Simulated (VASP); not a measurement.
Set up this calculation in VASP 6.6.1, as the native input.

| Quantity | Value |
| --- | --- |
| Task | relaxation of cell and atoms |
| Functional | PBE |
| Potentials or basis | VASP PAW PBE potentials, release 64 (Si, Sn_d) |
| Cutoff | 600 eV |
| k mesh | 12 × 12 × 16 |
| Occupations | gaussian, width 0.1 eV |
| Spin | no spin polarisation |
| Dipole correction | no |
| Further INCAR settings | ALGO = Fast; EDIFF = 1e-07; IBRION = 2; EDIFFG = -0.01; NSW = 100; ISIF = 3 |

The structure of SiSn2 lies in POSCAR:

```
SiSn2
1.0
    5.2543055618      0.0000000000      0.0000000000
   -2.6271527809      4.5503620957      0.0000000000
    0.0000000000      0.0000000000      3.0446635954
Si Sn
1 2
Direct
    0.0000000000      0.0000000000      0.0000000000
    0.3333333333      0.6666666667      0.5000000000
    0.6666666667      0.3333333333      0.5000000000
```

One way to write it, as run:

INCAR

```
SYSTEM = SiSn2
PREC = Accurate ; ENCUT = 600
EDIFF = 1E-7 ; ISMEAR = 0
SIGMA = 0.1 ; LREAL = .FALSE.
LASPH = .TRUE. ; NELM = 100
ALGO = Fast ; ISIF = 3
LWAVE = .FALSE. ; LCHARG = .FALSE.
GGA = PE ; IBRION = 2
NSW = 100 ; EDIFFG = -0.01
```

KPOINTS

```
regular mesh
0
G
  12 12 16
  0 0 0
```

Potentials or basis: VASP PAW PBE potentials, release 64 (Si, Sn_d).

Command:

```console
$ cat potpaw_PBE.64/Si/POTCAR potpaw_PBE.64/Sn_d/POTCAR > POTCAR
$ mpirun -np 1 vasp_std > vasp.out
```

Results of the run:

The relaxed volume is 24.28 Å³/atom and the relaxed cell is a = 5.280 Å, b = 5.280 Å, c = 3.018 Å, α = 90.00°, β = 90.00°, γ = 120.00°. The space group after relaxing (to 0.1 Å) is P6/mmm (No. 191), the energy gained by relaxing is 0.9 meV/atom and the ionic steps are 5. The pressure after relaxing is 0.0 GPa and the band gap on the k mesh is zero (bands 16 and 17 overlap by 4.26 eV).

Caveat: spin-orbit coupling is left out, which moves the levels of the heavy elements.

Wall time 5.7 min on 1 thread of Intel(R) Xeon(R) 6975P-C (Granite Rapids), on a shared host, peak memory 0.41 GiB.
